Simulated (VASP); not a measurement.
# Mg3Zn13O16 (P1) in VASP: notebook

Mg3Zn13O16 is run at these levels: PBEsol, r2SCAN; tasks: single point.

Program: VASP 6.6.1. These are calculated values, not measurements. Logs are shortened: lines on timing, memory, paths and dates and some standing lists are left out, and cuts for length are marked.

## (1) The cell of the first run

The typed cell holds 64 atoms: a = 8.512 Å, b = 8.512 Å, c = 8.512 Å, α = 90.00°, β = 90.00°, γ = 90.00°.

## (2) Single point, PBEsol

Input file INCAR:

```
SYSTEM = Mg3Zn13O16
PREC     = Accurate       ! precision mode
ENCUT    = 520            ! plane-wave cutoff, eV
EDIFF    = 1E-6           ! SCF threshold, eV
ISMEAR   = -1             ! smearing method
SIGMA    = 0.05           ! smearing width, eV
LREAL    = Auto         
LASPH    = .TRUE.         ! aspherical terms in the spheres
NELM     = 100            ! most SCF steps
ALGO     = Normal         ! electronic algorithm
ISIF     = 2              ! what is computed and relaxed
LWAVE    = .FALSE.        ! write WAVECAR
LCHARG   = .FALSE.        ! write CHGCAR
GGA      = PS             ! functional
NBANDS   = 296            ! bands
ISYM     = 0
```

Input file KPOINTS:

```
Automatic mesh
0
Gamma
  1 1 1
  0.25 0.25 0.25
```

Input file POSCAR:

```
Mg3Zn13O16
1.0
    8.5121417412      0.0000000000      0.0000000000
    0.0000000000      8.5121417412      0.0000000000
    0.0000000000      0.0000000000      8.5121417412
O Mg Zn
32 6 26
Direct
    0.2485310000      0.9990650000      0.9999420000
    0.2497810000      0.9973030000      0.4996950000
    0.2514660000      0.4997110000      0.0002290000
    0.2505790000      0.5011990000      0.5002160000
    0.7511810000      0.9991240000      0.0000720000
    0.7502570000      0.9991090000      0.4997130000
    0.7482000000      0.4996320000      0.9999940000
    0.7496120000      0.4994420000      0.4998240000
    0.9995950000      0.2472350000      0.9972690000
    0.0003750000      0.2495020000      0.5013470000
    0.0000300000      0.7515010000      0.0020700000
    0.0022730000      0.7492140000      0.4979990000
    0.4999990000      0.2515250000      0.9975820000
    0.4998670000      0.2492530000      0.5014630000
    0.4997530000      0.7476490000      0.9998800000
    0.4982500000      0.7493120000      0.5001270000
    0.9994020000      0.9972370000      0.2474390000
    0.9998580000      0.0017180000      0.7519940000
    0.0000250000      0.5005650000      0.2496420000
    0.9997980000      0.4977340000      0.7500720000
    0.5001020000      0.9995210000      0.2495540000
    0.5002530000      0.0011290000      0.7500810000
    0.4997060000      0.4989370000      0.2479800000
    0.5001500000      0.4972430000      0.7523820000
    0.2495860000      0.2489200000      0.2497800000
    0.2499930000      0.2493360000      0.7495600000
    0.2479180000      0.7492620000      0.2525300000
    0.2497300000      0.7494320000      0.7480570000
    0.7501580000      0.2495350000      0.2500800000
    0.7499510000      0.2494600000      0.7492280000
    0.7513690000      0.7489770000      0.2506630000
    0.7503020000      0.7494050000      0.7494810000
    0.9998850000      0.9994750000      0.9996710000
    0.4998850000      0.4997510000      0.0003460000
    0.2504660000      0.7493080000      0.5005200000
    0.9999030000      0.2499450000      0.7490530000
    0.9994000000      0.7486800000      0.2499710000
    0.5000720000      0.2490140000      0.7493360000
    0.0000600000      0.9991570000      0.4996640000
    0.9997670000      0.4993280000      0.9997760000
    0.0000130000      0.4995460000      0.4998090000
    0.4997930000      0.9995770000      0.9997860000
    0.5000460000      0.9993400000      0.4996390000
    0.5000820000      0.4993370000      0.4999430000
    0.2498180000      0.2494110000      0.9995980000
    0.2500600000      0.2493790000      0.4995760000
    0.2497280000      0.7494110000      0.0002360000
    0.7498690000      0.2494180000      0.9996680000
    0.7499820000      0.2492840000      0.4995510000
    0.7498290000      0.7495300000      0.9999330000
    0.7499310000      0.7492790000      0.5000400000
    0.2497160000      0.9989960000      0.2498660000
    0.2498830000      0.9994280000      0.7498240000
    0.2497820000      0.4992280000      0.2501760000
    0.2501950000      0.4994670000      0.7500720000
    0.7498550000      0.9992360000      0.2498720000
    0.7501090000      0.9994230000      0.7498230000
    0.7497730000      0.4992430000      0.2500070000
    0.7497320000      0.4994570000      0.7498270000
    0.9998570000      0.2490620000      0.2495880000
    0.9999000000      0.7493880000      0.7499270000
    0.4998160000      0.2492710000      0.2495360000
    0.4997290000      0.7493580000      0.2499880000
    0.5000550000      0.7493610000      0.7501180000
```

Potentials or basis: VASP PAW PBE potentials, release 64 (O, Mg, Zn).

Run with:

```console
cat potpaw_PBE.64/O/POTCAR potpaw_PBE.64/Mg/POTCAR potpaw_PBE.64/Zn/POTCAR > POTCAR
mpirun -np 1 vasp_std > vasp.out
```

OUTCAR:

```text
SYSTEM = Mg3Zn13O16
   PREC = Accurate
   ENCUT = 520
   EDIFF = 1E-6
   ISMEAR = -1
   LREAL = Auto
   LASPH = .TRUE.
   NELM = 100
   ISIF = 2
   GGA = PS
   ISYM = 0

 ion  position               nearest neighbor table
   1  0.249  0.999  1.000-  33 2.12  47 2.13  52 2.13  53 2.13  45 2.13  42 2.14
   2  0.250  0.997  0.500-  35 2.11  39 2.13  52 2.13  53 2.13  43 2.13  46 2.15
   3  0.251  0.500  0.000-  34 2.11  47 2.13  54 2.13  55 2.13  45 2.13  40 2.14
   4  0.251  0.501  0.500-  35 2.11  44 2.12  55 2.13  54 2.13  41 2.13  46 2.14
   5  0.751  0.999  0.000-  33 2.12  50 2.12  56 2.13  57 2.13  48 2.13  42 2.14
   6  0.750  0.999  0.500-  39 2.13  51 2.13  56 2.13  57 2.13  49 2.13  43 2.13
[... 76 lines left out ...]
  58  0.750  0.499  0.250-  29 2.13  31 2.13   8 2.13   7 2.13  23 2.13  19 2.13  37 3.00  49 3.01
                            34 3.01  44 3.01  62 3.01  41 3.01  51 3.01  63 3.01  48 3.01  40 3.01
  59  0.750  0.499  0.750-  24 2.12  32 2.13  30 2.13   8 2.13  20 2.13   7 2.13  44 3.01  64 3.01
                            51 3.01  36 3.01  48 3.01  40 3.01  61 3.01  38 3.01  50 3.01  41 3.01
  60  1.000  0.249  0.250-  29 2.13  25 2.13  19 2.14  10 2.14  17 2.14   9 2.15  33 3.01  56 3.01
                            49 3.01  48 3.01  52 3.01  45 3.01  39 3.01  40 3.01  54 3.01  46 3.01
  61  1.000  0.749  0.750-  32 2.12  28 2.13  20 2.14  12 2.14  11 2.15  18 2.15  57 3.01  33 3.01
                            51 3.01  40 3.01  41 3.01  35 3.01  53 3.01  39 3.01  50 3.01  59 3.01
  62  0.500  0.249  0.250-  23 2.13  21 2.13  25 2.13  29 2.13  14 2.14  13 2.14  42 3.01  34 3.01
                            46 3.01  48 3.01  58 3.01  45 3.01  54 3.01  43 3.01  56 3.01  49 3.01
  63  0.500  0.749  0.250-  15 2.13  16 2.13  21 2.13  23 2.13  31 2.14  27 2.14  34 3.00  43 3.01
                            52 3.01  47 3.01  35 3.01  44 3.01  56 3.01  54 3.01  50 3.01  58 3.01
  64  0.500  0.749  0.750-  15 2.13  16 2.13  32 2.13  28 2.13  22 2.14  24 2.15  35 3.00  59 3.01
                            50 3.01  55 3.01  34 3.01  42 3.01  51 3.01  57 3.01  44 3.01  53 3.01

IMPORTANT INFORMATION: All symmetrisations will be switched off!
NOSYMM: (Re-)initialisation of all symmetry stuff for point group C_1.

----------------------------------------------------------------------------------------

                                     Primitive cell

  volume of cell :     616.7605

  direct lattice vectors                    reciprocal lattice vectors
     8.512141741  0.000000000  0.000000000     0.117479247  0.000000000  0.000000000
     0.000000000  8.512141741  0.000000000     0.000000000  0.117479247  0.000000000
     0.000000000  0.000000000  8.512141741     0.000000000  0.000000000  0.117479247

  length of vectors
     8.512141741  8.512141741  8.512141741     0.117479247  0.117479247  0.117479247

  position of ions in fractional coordinates (direct lattice)
     0.248531000  0.999065000  0.999942000
     0.249781000  0.997303000  0.499695000
     0.251466000  0.499711000  0.000229000
     0.250579000  0.501199000  0.500216000
[... 192 lines left out ...]
   EFERMI =   0.00;   METHOD = LEGACY
   ISMEAR =    -1;   SIGMA  =   0.05  broadening in eV -4-tet -1-fermi 0-gaus
   EFERMI_NEDOS =   21; number of points for ismear=-14 and -15
   IALGO  =     38    algorithm
   IMIX   =      4    mixing-type and parameters
     AMIX     =   0.40;   BMIX     =  1.00
     AMIX_MAG =   1.60;   BMIX_MAG =  1.00
  volume/ion in A,a.u.               =       9.64        65.03
  Fermi-wavevector in a.u.,A,eV,Ry     =   1.542597  2.915086 32.376509  2.379606
  Thomas-Fermi vector in A             =   2.648379
   LORBIT       =      0    0 simple, 1 ext, 2 COOP (PROOUT), +10 PAW based schemes
   GGA     = PS    functional components
   LHFCALC =     F    Hartree Fock is set to
   AEXX    =    0.0000 exact exchange contribution
   IVDW    =     0    specifies the selected vdW correction
   LEPSILON=     F    determine dielectric tensor
   LRPA    =     F    only Hartree local field effects (RPA)
 non-spin polarized calculation
  energy-cutoff  :      520.00
  volume of cell :      616.76
 maximum number of plane-waves:     16608
   NGX = 31   NGY = 31   NGZ = 31

 number of electron     516.0000822 magnetization

 Free energy of the ion-electron system (eV)
  ---------------------------------------------------
  ext. energy  EPLUGINS =         0.00000000
  ---------------------------------------------------
  free energy    TOTEN  =      -321.92638306 eV

  energy without entropy =     -321.92638306  energy(sigma->0) =     -321.92638306

 E-fermi :   4.0088     XC(G=0): -12.3618

 val. band max:        2.7824526641   @ k =   0.2500  -0.2500   0.2500
 cond. band min:       5.4001421263   @ k =   0.2500  -0.2500   0.2500
 fundamental gap:      2.6176894622
 Fermi energy:         4.0088219556

 k-point     1 :       0.2500    0.2500    0.2500
  band No.  band energies     occupation
      1     -15.4592      2.00000
      2     -15.0781      2.00000
      3     -15.0536      2.00000
      4     -15.0130      2.00000
      5     -14.7389      2.00000
      6     -14.7149      2.00000
[... 1081 lines left out ...]
    269       8.5257      0.00000
    270       8.5973      0.00000
 [bands above 270 left out]

------------------------ aborting loop because EDIFF is reached ----------------------------------------

  FORCE on cell =-STRESS in cart. coord.  units (eV):
  Direction    XX          YY          ZZ          XY          YZ          ZX
  --------------------------------------------------------------------------------------
  -------------------------------------------------------------------------------------
  Total        3.3402479      3.5030088      3.5690837      0.0141132     -0.1269469      0.1501440
  in kB        8.6770629      9.0998718      9.2715166      0.0366622     -0.3297737      0.3900335
  external PRESSURE =       9.0161504 kB  Pullay stress =       0.0000000 kB

 VOLUME and BASIS-vectors are now :
 -----------------------------------------------------------------------------
  energy-cutoff  :      520.00
  volume of cell :      616.76
      direct lattice vectors                 reciprocal lattice vectors
     8.512141741  0.000000000  0.000000000     0.117479247  0.000000000  0.000000000
     0.000000000  8.512141741  0.000000000     0.000000000  0.117479247  0.000000000
     0.000000000  0.000000000  8.512141741     0.000000000  0.000000000  0.117479247

 POSITION                                       TOTAL-FORCE (eV/Angst)
 -----------------------------------------------------------------------------------
      2.11553      8.50418      8.51165        -0.043404      0.004434      0.004305
      2.12617      8.48918      4.25347         0.014826     -0.030737      0.006730
      2.14051      4.25361      0.00195         0.040657     -0.002686     -0.008247
      2.13296      4.26628      4.25791        -0.009038      0.037704     -0.016056
      6.39416      8.50469      0.00061         0.043901      0.001247     -0.006851
      6.38629      8.50456      4.25363        -0.007752     -0.000015     -0.003244
[... 56 lines left out ...]
      4.25376      6.37864      2.12793         0.002501     -0.001629      0.003219
      4.25654      6.37867      6.38511        -0.001351      0.001917     -0.002255
 -----------------------------------------------------------------------------------
    total drift:                                0.006918      0.065054      0.008054

  FREE ENERGIE OF THE ION-ELECTRON SYSTEM (eV)
  ---------------------------------------------------
  free  energy   TOTEN  =      -321.9263830605 eV

  energy  without entropy=     -321.9263830604  energy(sigma->0) =     -321.92638306
```

Wall time 50 min (1 thread of Intel Xeon Platinum 8259CL at 2.50GHz (Skylake/Cascade Lake), shared host); peak memory 0.86 GiB.

What came out:

- Free energy: -321.9264 eV
- Pressure: 0.9 GPa
- Largest force: 0.067 eV/Å
- Band gap on the k mesh: 2.62 eV

Forces in eV/Å, atoms in the order of the input:
```
O   -0.043  0.004  0.004
O    0.015 -0.031  0.007
O    0.041 -0.003 -0.008
O   -0.009  0.038 -0.016
O    0.044  0.001 -0.007
O   -0.008  0.000 -0.003
O   -0.036  0.009  0.010
O    0.003  0.007 -0.003
O    0.013 -0.036 -0.034
O   -0.010 -0.007  0.037
O   -0.013  0.034  0.035
O    0.039  0.000 -0.048
O   -0.002  0.044 -0.045
O   -0.005  0.000  0.038
O    0.003 -0.040  0.009
O   -0.040  0.002  0.003
O    0.011 -0.043 -0.042
O   -0.004  0.035  0.040
O   -0.014  0.046 -0.009
O    0.003 -0.043  0.004
O   -0.001  0.001  0.000
O   -0.008  0.043 -0.007
O    0.007  0.010 -0.037
O   -0.004 -0.053  0.040
O    0.005  0.011  0.009
O    0.001  0.003 -0.009
O   -0.049 -0.004  0.045
O    0.005  0.000 -0.035
O   -0.006 -0.008 -0.002
O    0.001 -0.004  0.000
O    0.043  0.001 -0.018
O   -0.004  0.002  0.003
Mg  -0.004 -0.004  0.007
Mg   0.000  0.004  0.006
Mg   0.004 -0.001 -0.001
Mg   0.000  0.000  0.001
Mg  -0.002  0.003  0.003
Mg  -0.003 -0.006 -0.003
Zn  -0.002  0.004  0.000
Zn   0.002 -0.003  0.003
Zn   0.002 -0.006  0.001
Zn   0.005 -0.002  0.002
Zn   0.001 -0.002  0.006
Zn  -0.001 -0.005  0.001
Zn   0.003  0.001  0.003
Zn  -0.001 -0.005  0.004
Zn   0.001  0.000 -0.002
Zn  -0.002  0.000 -0.003
Zn   0.004  0.000  0.003
Zn   0.004 -0.003  0.006
Zn   0.003  0.005 -0.004
Zn  -0.004  0.002  0.002
Zn   0.000  0.003  0.000
Zn   0.004  0.001 -0.002
Zn  -0.001 -0.008  0.003
Zn   0.003  0.002 -0.003
Zn   0.000  0.006 -0.001
Zn   0.000 -0.005 -0.004
Zn   0.000 -0.008  0.006
Zn  -0.001  0.000 -0.001
Zn   0.006  0.008  0.001
Zn   0.002 -0.001  0.003
Zn   0.003 -0.002  0.003
Zn  -0.001  0.002 -0.002
```

Levels at points of the mesh, in eV from the valence-band top:
```csv
k point,band 255,band 256,band 257,band 258,band 259,band 260,band 261,band 262
"(0.25, 0.25, 0.25)",-0.11,-0.09,-0.05,-0.01,2.62,4.35,4.43,4.55
```

Caveat: the k points lie up to 0.74 Å⁻¹ apart; the PAW data sets were made with another functional, which shifts forces and pressure a little; a shifted mesh leaves out Γ, where band edges can lie.

## (3) Single point, r2SCAN

Edit POSCAR of step 2 so:

```diff
@@ -2,5 +2,5 @@
 1.0
-    8.5121417412      0.0000000000      0.0000000000
-    0.0000000000      8.5121417412      0.0000000000
-    0.0000000000      0.0000000000      8.5121417412
+    8.5121420000      0.0000000000      0.0000000000
+    0.0000000000      8.5121420000      0.0000000000
+    0.0000000000      0.0000000000      8.5121420000
 O Mg Zn
```

Input file INCAR.step1:

```
SYSTEM = Mg3Zn13O16
  ALGO = Normal
  EDIFF = 1E-4
  ENCUT = 520
  GGA = PE
  ISMEAR = -1
  LASPH = .TRUE.
  LCHARG = .FALSE.
  LREAL = Auto
  LWAVE = .TRUE.
  NBANDS = 296
  NELM = 100
  PREC = Accurate
  SIGMA = 0.05
```

Input file INCAR.step2:

```
SYSTEM = Mg3Zn13O16
  ALGO = Normal
  EDIFF = 1E-6
  ENCUT = 520
  ISIF = 2
  ISMEAR = -1
  ISTART = 1
  LASPH = .TRUE.
  LCHARG = .FALSE.
  LMIXTAU = .TRUE.
  LREAL = Auto
  LWAVE = .FALSE.
  METAGGA = R2SCAN
  NBANDS = 296
  NELM = 100
  PREC = Accurate
  SIGMA = 0.05
```

Input file KPOINTS:

```
k-points
0
G
  1 1 1
  0 0 0
```

Potentials or basis: VASP PAW PBE potentials, release 64 (O, Mg, Zn).

Run with:

```console
cat potpaw_PBE.64/O/POTCAR potpaw_PBE.64/Mg/POTCAR potpaw_PBE.64/Zn/POTCAR > POTCAR
cp INCAR.step1 INCAR
mpirun -np 1 vasp_gam > vasp.out
cp INCAR.step2 INCAR
mpirun -np 1 vasp_gam > vasp.out
```

It took 46 min on 1 thread of AMD EPYC 7R43 (Zen 3), shared host; peak memory 0.63 GiB.

Results (log left out):

| Property | Result |
| --- | --- |
| Free energy | -563.1788 eV |
| Pressure | 1.2 GPa |
| Largest force | 0.179 eV/Å |
| Band gap on the k mesh | 1.92 eV |

Forces in eV/Å, atoms in the order of the input:
```
O   -0.101 -0.020  0.004
O    0.004 -0.119  0.006
O    0.105  0.009 -0.008
O    0.011  0.113 -0.019
O    0.100 -0.009 -0.007
O    0.003 -0.025 -0.007
O   -0.101  0.006  0.013
O   -0.019  0.020 -0.008
O    0.014 -0.094 -0.091
O    0.004 -0.029  0.107
O    0.000  0.077  0.083
O    0.104  0.006 -0.101
O   -0.004  0.086 -0.121
O   -0.023  0.008  0.126
O   -0.013 -0.110  0.007
O   -0.122 -0.020  0.002
O    0.007 -0.098 -0.121
O   -0.008  0.087  0.115
O   -0.019  0.102 -0.048
O    0.000 -0.124  0.039
O    0.001 -0.003 -0.038
O   -0.008  0.130  0.027
O    0.009  0.000 -0.127
O   -0.003 -0.140  0.112
O   -0.013  0.006  0.031
O   -0.002 -0.004 -0.035
O   -0.121 -0.012  0.118
O   -0.014 -0.007 -0.125
O    0.011 -0.015  0.004
O    0.002 -0.011 -0.010
O    0.129 -0.008  0.002
O    0.012 -0.005 -0.021
Mg  -0.008 -0.012  0.007
Mg   0.001 -0.024 -0.014
Mg  -0.016 -0.008 -0.024
Mg  -0.003 -0.028  0.017
Mg   0.015  0.016  0.004
Mg  -0.001  0.006  0.013
Zn   0.003  0.007  0.004
Zn   0.003  0.005  0.009
Zn   0.008  0.011  0.003
Zn   0.013  0.015 -0.002
Zn  -0.010  0.010  0.023
Zn  -0.013  0.005  0.012
Zn   0.009  0.010 -0.002
Zn  -0.002  0.003  0.029
Zn  -0.003  0.010  0.005
Zn  -0.002  0.009 -0.011
Zn   0.001  0.012  0.028
Zn   0.018  0.004  0.019
Zn   0.014  0.018 -0.019
Zn  -0.020 -0.002  0.005
Zn  -0.010  0.019  0.002
Zn   0.011  0.038 -0.007
Zn   0.008 -0.007 -0.003
Zn   0.027  0.005 -0.011
Zn   0.007  0.033  0.011
Zn   0.002  0.018 -0.015
Zn  -0.008 -0.018  0.018
Zn  -0.002  0.001 -0.004
Zn   0.015  0.029 -0.002
Zn   0.009  0.022  0.001
Zn  -0.002 -0.002  0.004
Zn  -0.012 -0.002 -0.009
```

Stress tensor (GPa, compression positive):
```
 1.17  0.00  0.03
 0.00  1.25 -0.03
 0.03 -0.03  1.28
```

Levels at points of the mesh, in eV from the valence-band top:
| k point | band 254 | band 255 | band 256 | band 257 | band 258 | band 259 | band 260 | band 261 | band 262 | band 263 |
| --- | --- | --- | --- | --- | --- | --- | --- | --- | --- | --- |
| (0.00, 0.00, 0.00) | -0.07 | -0.06 | -0.03 | -0.02 | 0.00 | 1.92 | 5.11 | 5.25 | 5.44 | 5.47 |

Caveat: the k points lie up to 0.74 Å⁻¹ apart; the PAW data sets were made with another functional, which shifts forces and pressure a little; an odd mesh through Γ misses points on the zone boundary, where band edges can lie.
